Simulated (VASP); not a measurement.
# Al3Ni (Pnma) in VASP: notebook

The runs below take Al3Ni through single point, with PBEsol.

Program: VASP 6.6.1. These are calculated values, not measurements. Logs are shortened: lines on timing, memory, paths and dates and some standing lists are left out, and cuts for length are marked.

## 1. The cell of the first run

It takes space group Pnma (No. 62, orthorhombic). Conventional cell: a = 6.717 Å, b = 7.454 Å, c = 4.862 Å, α = 90.00°, β = 90.00°, γ = 90.00°. Al (site symmetry m) has 3 Ni at 2.48 to 2.73 Å and 10 Al at 2.83 to 3.23 Å within 3.3 Å. Al (site symmetry 1) has 3 Ni at 2.47 to 2.51 Å and 9 Al at 2.77 to 3.23 Å within 3.3 Å. Within 3.3 Å of Ni (site symmetry m) lie 9 Al at 2.47 to 2.73 Å.

## 2. Single point, PBEsol (15.21 Å³/atom)

Input file INCAR:

```
SYSTEM = Al3Ni
PREC     = Accurate       ! precision mode
ENCUT    = 520            ! plane-wave cutoff, eV
EDIFF    = 1E-6           ! SCF threshold, eV
ISMEAR   = 0              ! smearing method
SIGMA    = 0.1            ! smearing width, eV
LREAL    = Auto         
LASPH    = .True.         ! aspherical terms in the spheres
NELM     = 60             ! most SCF steps
ALGO     = Fast           ! electronic algorithm
ISIF     = 2              ! what is computed and relaxed
LWAVE    = .False.        ! write WAVECAR
LCHARG   = .True.         ! write CHGCAR
GGA      = PS             ! functional
LELF     = .True.         ! ELF
LVHAR    = .True.       
NBANDS   = 52             ! bands
```

Input file KPOINTS:

```
Automatic mesh
0
Gamma
  6 6 8
  0 0 0
```

Input file POSCAR:

```
Al3Ni
1.0
    6.7165553804      0.0000000000      0.0000000000
    0.0000000000      7.4542251621      0.0000000000
    0.0000000000      0.0000000000      4.8618166591
Al Ni
12 4
Direct
    0.0085736788      0.2500000000      0.9153396462
    0.1700960885      0.4437117582      0.3646657721
    0.1700960885      0.0562882418      0.3646657721
    0.3299039115      0.5562882418      0.8646657721
    0.6700960885      0.4437117582      0.1353342279
    0.8299039115      0.9437117582      0.6353342279
    0.6700960885      0.0562882418      0.1353342279
    0.8299039115      0.5562882418      0.6353342279
    0.3299039115      0.9437117582      0.8646657721
    0.5085736788      0.2500000000      0.5846603538
    0.9914263212      0.7500000000      0.0846603538
    0.4914263212      0.7500000000      0.4153396462
    0.8698518479      0.2500000000      0.4429972452
    0.3698518479      0.2500000000      0.0570027548
    0.1301481521      0.7500000000      0.5570027548
    0.6301481521      0.7500000000      0.9429972452
```

Potentials or basis: VASP PAW PBE potentials, release 64 (Al, Ni).

Started as:

```bash
cat potpaw_PBE.64/Al/POTCAR potpaw_PBE.64/Ni/POTCAR > POTCAR
mpirun -np 1 vasp_std > vasp.out
```

OUTCAR:

```text
SYSTEM = Al3Ni
   PREC = Accurate
   ENCUT = 520
   EDIFF = 1E-6
   ISMEAR = 0
   LREAL = Auto
   LASPH = .True.
   NELM = 60
   ISIF = 2
   GGA = PS

 ion  position               nearest neighbor table
   1  0.009  0.250  0.915-  13 2.48  14 2.52  13 2.73   2 2.83   3 2.83   5 2.90   7 2.90   6 2.92
                             8 2.92   4 3.15   9 3.15   2 3.23   3 3.23
   2  0.170  0.444  0.365-  14 2.47  15 2.48  13 2.51   8 2.77   4 2.79   4 2.79   1 2.83   3 2.89
                            10 2.90  11 2.92  12 3.15   1 3.23
   3  0.170  0.056  0.365-  14 2.47  15 2.48  13 2.51   6 2.77   9 2.79   9 2.79   1 2.83   2 2.89
                            10 2.90  11 2.92  12 3.15   1 3.23
   4  0.330  0.556  0.865-  15 2.47  14 2.48  16 2.51   5 2.77   2 2.79   2 2.79  12 2.83   9 2.89
                            11 2.90  10 2.92   1 3.15  12 3.23
   5  0.670  0.444  0.135-  13 2.47  16 2.48  14 2.51   4 2.77   8 2.79   8 2.79  10 2.83   7 2.89
                             1 2.90  12 2.92  11 3.15  10 3.23
   6  0.830  0.944  0.635-  16 2.47  13 2.48  15 2.51   3 2.77   7 2.79   7 2.79  11 2.83   8 2.89
                            12 2.90   1 2.92  10 3.15  11 3.23
   7  0.670  0.056  0.135-  13 2.47  16 2.48  14 2.51   9 2.77   6 2.79   6 2.79  10 2.83   5 2.89
                             1 2.90  12 2.92  11 3.15  10 3.23
   8  0.830  0.556  0.635-  16 2.47  13 2.48  15 2.51   2 2.77   5 2.79   5 2.79  11 2.83   6 2.89
                            12 2.90   1 2.92  10 3.15  11 3.23
   9  0.330  0.944  0.865-  15 2.47  14 2.48  16 2.51   7 2.77   3 2.79   3 2.79  12 2.83   4 2.89
                            11 2.90  10 2.92   1 3.15  12 3.23
  10  0.509  0.250  0.585-  14 2.48  13 2.52  14 2.73   7 2.83   5 2.83   3 2.90   2 2.90   9 2.92
                             4 2.92   6 3.15   8 3.15   7 3.23   5 3.23
  11  0.991  0.750  0.085-  15 2.48  16 2.52  15 2.73   8 2.83   6 2.83   9 2.90   4 2.90   3 2.92
                             2 2.92   7 3.15   5 3.15   8 3.23   6 3.23
  12  0.491  0.750  0.415-  16 2.48  15 2.52  16 2.73   4 2.83   9 2.83   8 2.90   6 2.90   5 2.92
                             7 2.92   2 3.15   3 3.15   4 3.23   9 3.23
  13  0.870  0.250  0.443-   5 2.47   7 2.47   1 2.48   6 2.48   8 2.48   2 2.51   3 2.51  10 2.52
                             1 2.73
  14  0.370  0.250  0.057-   2 2.47   3 2.47  10 2.48   9 2.48   4 2.48   5 2.51   7 2.51   1 2.52
                            10 2.73
  15  0.130  0.750  0.557-   4 2.47   9 2.47  11 2.48   3 2.48   2 2.48   6 2.51   8 2.51  12 2.52
                            11 2.73
  16  0.630  0.750  0.943-   6 2.47   8 2.47  12 2.48   5 2.48   7 2.48   9 2.51   4 2.51  11 2.52
                            12 2.73

  LATTYP: Found a simple orthorhombic cell.
 ALAT       =     4.8618166591
 B/A-ratio  =     1.3814908812
 C/A-ratio  =     1.5332180715

  Lattice vectors:

 A1 = (   0.0000000000,   0.0000000000,   4.8618166591)
 A2 = (   6.7165553804,   0.0000000000,   0.0000000000)
 A3 = (   0.0000000000,   7.4542251621,   0.0000000000)

Analysis of symmetry for initial positions (statically):
=====================================================================
 Subroutine PRICEL returns:
 Original cell was already a primitive cell.

 Routine SETGRP: Setting up the symmetry group for a
 simple orthorhombic supercell.

 Subroutine GETGRP returns: Found  8 space group operations
 (whereof  2 operations were pure point group operations)
 out of a pool of  8 trial point group operations.

The static configuration has the point symmetry S_2 .
 The point group associated with its full space group is D_2h.

Analysis of symmetry for dynamics (positions and initial velocities):
=====================================================================
 Subroutine PRICEL returns:
 Original cell was already a primitive cell.

 Routine SETGRP: Setting up the symmetry group for a
 simple orthorhombic supercell.

 Subroutine GETGRP returns: Found  8 space group operations
 (whereof  2 operations were pure point group operations)
 out of a pool of  8 trial point group operations.

The dynamic configuration has the point symmetry S_2 .
 The point group associated with its full space group is D_2h.

 Subroutine INISYM returns: Found  8 space group operations
 (whereof  2 operations are pure point group operations),
 and found     1 'primitive' translations

----------------------------------------------------------------------------------------

                                     Primitive cell

  volume of cell :     243.4152

  direct lattice vectors                    reciprocal lattice vectors
     6.716555380  0.000000000  0.000000000     0.148885842  0.000000000  0.000000000
     0.000000000  7.454225162  0.000000000     0.000000000  0.134152105  0.000000000
     0.000000000  0.000000000  4.861816659     0.000000000  0.000000000  0.205684432

  length of vectors
[... 53 lines left out ...]

  Length of vectors
     0.024814307  0.022358684  0.025710554

  Shift w.r.t. Gamma in fractional coordinates (k-lattice)
     0.000000000  0.000000000  0.000000000

 Subroutine IBZKPT returns following result:
 ===========================================

 Found     80 irreducible k-points:

 Following reciprocal coordinates:
            Coordinates               Weight
  0.000000  0.000000  0.000000      1.000000
  0.166667  0.000000  0.000000      2.000000
  0.333333  0.000000  0.000000      2.000000
  0.500000  0.000000  0.000000      1.000000
  0.000000  0.166667  0.000000      2.000000
  0.166667  0.166667  0.000000      4.000000
[... 16 lines left out ...]
  0.333333  0.166667  0.125000      8.000000
  0.500000  0.166667  0.125000      4.000000
 [... further k-points ...]
   k-points           NKPTS =     80   k-points in BZ     NKDIM =     80   number of bands    NBANDS=     52
   number of dos      NEDOS =    301   number of ions     NIONS =     16
   total plane-waves  NPLWV = 100800
   dimension x,y,z NGX =    50 NGY =   56 NGZ =   36
   dimension x,y,z NGXF=   100 NGYF=  112 NGZF=   72
   ions per type =              12   4
   NGX,Y,Z   is equivalent  to a cutoff of  12.38, 12.49, 12.31 a.u.
   NGXF,Y,Z  is equivalent  to a cutoff of  24.75, 24.98, 24.62 a.u.
 SYSTEM =  Al3Ni
   PREC   = accura    normal or accurate (medium, high low for compatibility)
   ISTART =      0    job   : 0-new  1-cont  2-samecut
   ICHARG =      2    charge: 1-file 2-atom 10-const
   ISPIN  =      1    spin polarized calculation?
   LNONCOLLINEAR =      F non collinear calculations
   LSORBIT =      F    spin-orbit coupling
   LASPH  =      T    aspherical Exc in radial PAW
   ENCUT  =  520.0 eV  38.22 Ry    6.18 a.u.  12.49 13.86  9.04*2*pi/ulx,y,z
   NELM   =     60;   NELMIN=  2; NELMDL= -5     # of ELM steps
   EDIFF  = 0.1E-05   stopping-criterion for ELM
   LREAL  =      T    real-space projection
   EDIFFG = 0.1E-04   stopping-criterion for IOM
   NSW    =      0    number of steps for IOM
   IBRION =     -1    ionic relax: 0-MD 1-quasi-New 2-CG
   NFREE  =      0    steps in history (QN), initial steepest desc. (CG)
   ISIF   =      2    stress and relaxation
   ISYM   =      2    0-nonsym 1-usesym 2-fastsym
   POTIM  = 0.5000    time-step for ionic-motion
   TEBEG  =    0.0;   TEEND  =   0.0 temperature during run
   PSTRESS=    0.0 pullay stress
   NELECT =      76.0000    total number of electrons
   NUPDOWN=      -1.0000    fix difference up-down
   EMIN   =  10.00;   EMAX   =-10.00  energy-range for DOS
   EFERMI =   0.00;   METHOD = LEGACY
   ISMEAR =     0;   SIGMA  =   0.10  broadening in eV -4-tet -1-fermi 0-gaus
   EFERMI_NEDOS =   21; number of points for ismear=-14 and -15
   IALGO  =     68    algorithm
   IMIX   =      4    mixing-type and parameters
     AMIX     =   0.40;   BMIX     =  1.00
     AMIX_MAG =   1.60;   BMIX_MAG =  1.00
  volume/ion in A,a.u.               =      15.21       102.67
  Fermi-wavevector in a.u.,A,eV,Ry     =   1.110615  2.098758 16.782314  1.233465
  Thomas-Fermi vector in A             =   2.247168
   LORBIT       =      0    0 simple, 1 ext, 2 COOP (PROOUT), +10 PAW based schemes
   GGA     = PS    functional components
   LHFCALC =     F    Hartree Fock is set to
   AEXX    =    0.0000 exact exchange contribution
   IVDW    =     0    specifies the selected vdW correction
   LEPSILON=     F    determine dielectric tensor
   LRPA    =     F    only Hartree local field effects (RPA)
 non-spin polarized calculation
 RMM-DIIS sequential band-by-band and
 Gauss-broadening in eV      SIGMA  =   0.10
  energy-cutoff  :      520.00
  volume of cell :      243.42
 maximum number of plane-waves:      6584
 NGX is ok and might be reduce to    50
   NGX = 25   NGY = 27   NGZ = 19

 number of electron      75.9999942 magnetization

 Free energy of the ion-electron system (eV)
  ---------------------------------------------------
  ext. energy  EPLUGINS =         0.00000000
  ---------------------------------------------------
  free energy    TOTEN  =       -80.05682021 eV

  energy without entropy =      -80.03448946  energy(sigma->0) =      -80.04565483

 E-fermi :   7.9691     XC(G=0): -10.7498

 val. band max:        7.9589308494   @ k =   0.5000   0.0000   0.1250
 cond. band min:       7.9890631033   @ k =   0.1667   0.0000   0.1250
 fundamental gap:      0.0301322539
 Fermi energy:         7.9690623362

 k-point     1 :       0.0000    0.0000    0.0000
  band No.  band energies     occupation
      1      -2.6674      2.00000
      2      -0.0755      2.00000
      3      -0.0012      2.00000
      4       0.4811      2.00000
      5       0.6072      2.00000
      6       2.6713      2.00000
[... 1261 lines left out ...]
     49      11.3325      0.00000
     50      11.3325      0.00000

 [... further k-points ...]

 [bands above 50 left out]

------------------------ aborting loop because EDIFF is reached ----------------------------------------

  FORCE on cell =-STRESS in cart. coord.  units (eV):
  Direction    XX          YY          ZZ          XY          YZ          ZX
  --------------------------------------------------------------------------------------
  -------------------------------------------------------------------------------------
  Total       -9.6041986     -9.4794871     -9.4770207      0.0000000      0.0000000      0.0000000
  in kB      -63.2155657    -62.3947055    -62.3784713      0.0000000      0.0000000      0.0000000
  external PRESSURE =     -62.6629142 kB  Pullay stress =       0.0000000 kB

 VOLUME and BASIS-vectors are now :
 -----------------------------------------------------------------------------
  energy-cutoff  :      520.00
  volume of cell :      243.42
      direct lattice vectors                 reciprocal lattice vectors
     6.716555380  0.000000000  0.000000000     0.148885842  0.000000000  0.000000000
     0.000000000  7.454225162  0.000000000     0.000000000  0.134152105  0.000000000
     0.000000000  0.000000000  4.861816659     0.000000000  0.000000000  0.205684432

 POSITION                                       TOTAL-FORCE (eV/Angst)
 -----------------------------------------------------------------------------------
      0.05759      1.86356      4.45021        -0.003570      0.000000     -0.008977
      1.14246      3.30753      1.77294         0.002354      0.006843     -0.007678
      1.14246      0.41959      1.77294         0.002354     -0.006843     -0.007678
      2.21582      4.14670      4.20385        -0.002354     -0.006843     -0.007678
      4.50074      3.30753      0.65797         0.002354      0.006843      0.007678
      5.57410      7.03464      3.08888        -0.002354      0.006843      0.007678
[... 8 lines left out ...]
      0.87415      5.59067      2.70805         0.005265      0.000000      0.008685
      4.23242      5.59067      4.58468         0.005265      0.000000     -0.008685
 -----------------------------------------------------------------------------------
    total drift:                               -0.000000      0.000000      0.000000

  FREE ENERGIE OF THE ION-ELECTRON SYSTEM (eV)
  ---------------------------------------------------
  free  energy   TOTEN  =       -80.0568202057 eV

  energy  without entropy=      -80.0344894615  energy(sigma->0) =      -80.04565483
```

Run time: 13 min. Hardware: 1 thread of Intel Xeon 6975P-C (Granite Rapids), shared host; peak memory 0.72 GiB.

Results:

```yaml
Free_energy: -80.0568 eV
Pressure: -6.3 GPa
Largest_force: 0.011 eV/Å
Band_gap_on_the_k_mesh: zero (bands 38 and 39 overlap by 1.76 eV)
```

Forces on the atoms (eV/Å):
```
Al  -0.004  0.000 -0.009
Al   0.002  0.007 -0.008
Al   0.002 -0.007 -0.008
Al  -0.002 -0.007 -0.008
Al   0.002  0.007  0.008
Al  -0.002  0.007  0.008
Al   0.002 -0.007  0.008
Al  -0.002 -0.007  0.008
Al  -0.002  0.007 -0.008
Al  -0.004  0.000  0.009
Al   0.004  0.000  0.009
Al   0.004  0.000 -0.009
Ni  -0.005  0.000 -0.009
Ni  -0.005  0.000  0.009
Ni   0.005  0.000  0.009
Ni   0.005  0.000 -0.009
```

Stress tensor (GPa, compression positive):
```
-6.32  0.00  0.00
 0.00 -6.24  0.00
 0.00  0.00 -6.24
```

Caveat: the cell stands under tension; the PAW data sets were made with another functional, which shifts forces and pressure a little.

## 3. Single point, PBEsol (15.79 Å³/atom)

This run uses another cell than the first one, of 15.79 Å³/atom.

Input file INCAR:

```
PREC = Accurate ; ENCUT = 520
EDIFF = 1E-6 ; ISMEAR = 0
SIGMA = 0.1 ; LREAL = Auto
LASPH = True ; NELM = 80
ALGO = Fast ; ISIF = 2
LWAVE = False ; LCHARG = True
GGA = PS ; LELF = True
LVHAR = True ; NBANDS = 52
```

Input file KPOINTS:

```
regular mesh
0
Gamma
  6 6 8
```

Input file POSCAR:

```
Al3Ni
1.0
    6.7944218743      0.0000000000      0.0000000000
    0.0000000000      7.5406017851      0.0000000000
    0.0000000000      0.0000000000      4.9303299963
Al Ni
12 4
Direct
    0.0072165676      0.2500000000      0.9154599859
    0.1689162348      0.4439765206      0.3621838955
    0.1689162348      0.0560234794      0.3621838955
    0.3310837652      0.5560234794      0.8621838955
    0.6689162348      0.4439765206      0.1378161045
    0.8310837652      0.9439765206      0.6378161045
    0.6689162348      0.0560234794      0.1378161045
    0.8310837652      0.5560234794      0.6378161045
    0.3310837652      0.9439765206      0.8621838955
    0.5072165676      0.2500000000      0.5845400141
    0.9927834324      0.7500000000      0.0845400141
    0.4927834324      0.7500000000      0.4154599859
    0.8689415984      0.2500000000      0.4435607308
    0.3689415984      0.2500000000      0.0564392692
    0.1310584016      0.7500000000      0.5564392692
    0.6310584016      0.7500000000      0.9435607308
```

Potentials or basis: VASP PAW PBE potentials, release 64 (Al, Ni).

Started as:

```bash
cat potpaw_PBE.64/Al/POTCAR potpaw_PBE.64/Ni/POTCAR > POTCAR
mpirun -np 1 vasp_std > vasp.out
```

It took 21 min on 1 thread of Intel Xeon 6975P-C (Granite Rapids), shared host; peak memory 0.75 GiB.

Results (log left out):

| Quantity | Value |
| --- | --- |
| Free energy | -79.6105 eV |
| Pressure | -9.7 GPa |
| Largest force | 0.011 eV/Å |
| Band gap on the k mesh | zero (bands 38 and 39 overlap by 1.70 eV) |

Forces on the atoms (eV/Å):
```
Al  -0.005  0.000 -0.010
Al   0.008  0.001  0.002
Al   0.008 -0.001  0.002
Al  -0.008 -0.001  0.002
Al   0.008  0.001 -0.002
Al  -0.008  0.001 -0.002
Al   0.008 -0.001 -0.002
Al  -0.008 -0.001 -0.002
Al  -0.008  0.001  0.002
Al  -0.005  0.000  0.010
Al   0.005  0.000  0.010
Al   0.005  0.000 -0.010
Ni  -0.005  0.000 -0.005
Ni  -0.005  0.000  0.005
Ni   0.005  0.000  0.005
Ni   0.005  0.000 -0.005
```

Stress tensor (GPa, compression positive):
```
-9.72  0.00  0.00
 0.00 -9.62  0.00
 0.00  0.00 -9.63
```

Levels at points of the mesh, in eV from the Fermi level:
```tsv
k point	band 36	band 37	band 38	band 39	band 40	band 41
(0.00, 0.00, 0.00)	-0.67	-0.54	-0.43	-0.26	0.27	1.61
(0.50, 0.00, 0.00)	-0.70	-0.41	-0.41	-0.04	-0.04	0.48
(0.00, 0.50, 0.00)	-0.64	-0.52	-0.52	0.43	0.43	0.56
(0.50, 0.50, 0.00)	-1.24	-0.85	-0.85	-0.85	-0.85	2.20
(0.00, 0.00, 0.50)	-1.33	-0.95	-0.95	1.35	1.35	2.48
(0.50, 0.00, 0.50)	-0.23	0.85	0.85	1.01	1.01	1.32
(0.00, 0.50, 0.50)	-1.27	0.13	0.13	0.57	0.57	1.19
(0.50, 0.50, 0.50)	-1.20	-0.48	-0.48	-0.48	-0.48	0.73
```

Caveat: the cell stands under tension; the PAW data sets were made with another functional, which shifts forces and pressure a little. Spin polarisation is off, so any magnetic state and its effect on volume and gap are missing.
